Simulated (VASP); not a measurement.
Runs of VASP 6.6.1 on InP. The structure is that of space group F-43m (No. 216), or close to it. The cells are those of the table. 

```tsv
task	level	cell	k mesh	cutoff (eV)	smearing	gap on the mesh (eV)	pressure (GPa)
relaxation of cell and atoms	PBEsol	relaxed to 6 GPa from a = 4.157 Å, angles 60.0°, 2 atoms	10 × 10 × 10	600	gaussian 0.01 eV	(b)	6.0
single point	PBEsol	a = 4.137 Å, angles 60.0°, 2 atoms	10 × 10 × 10	520	gaussian 0.01 eV	(a)	1.0
single point	PBEsol	a = 4.157 Å, angles 60.0°, 2 atoms	10 × 10 × 10	520	gaussian 0.02 eV	0.57	0.0
relaxation of cell and atoms	PBEsol	relaxed to 50 GPa from a = 4.157 Å, angles 60.0°, 2 atoms	10 × 10 × 10	600	gaussian 0.01 eV	0.87	50.0
single point	PBEsol	a = 4.084 Å, angles 60.0°, 2 atoms	10 × 10 × 10	520	gaussian 0.01 eV	0.85	4.0
relaxation of cell and atoms	PBEsol	relaxed to 4 GPa from a = 4.157 Å, angles 60.0°, 2 atoms	10 × 10 × 10	600	gaussian 0.01 eV	0.85	4.0
single point	PBEsol+D3(BJ)	a = 4.157 Å, angles 60.0°, 2 atoms	10 × 10 × 10	500	gaussian 0.02 eV	0.57	-1.9
single point	PBEsol	a = 4.157 Å, angles 60.0°, 2 atoms	8 × 8 × 8	500	gaussian 0.02 eV	0.57	0.0
```

Alike in all rows: potentials or basis VASP PAW PBE potentials, release 64 (In_d, P); no spin polarisation.

Problem. Fill in the values left out.

Solution. (a) 0.64; (b) 0.97.

Caveats: the PAW data sets were made with another functional, which shifts forces and pressure a little; spin-orbit coupling is left out, which moves the levels of the heavy elements; the cell is relaxed towards a set pressure, so the enthalpy falls and the energy may rise (some runs).

A k mesh can miss the band edges, and the runs leave out spin-orbit coupling on In.
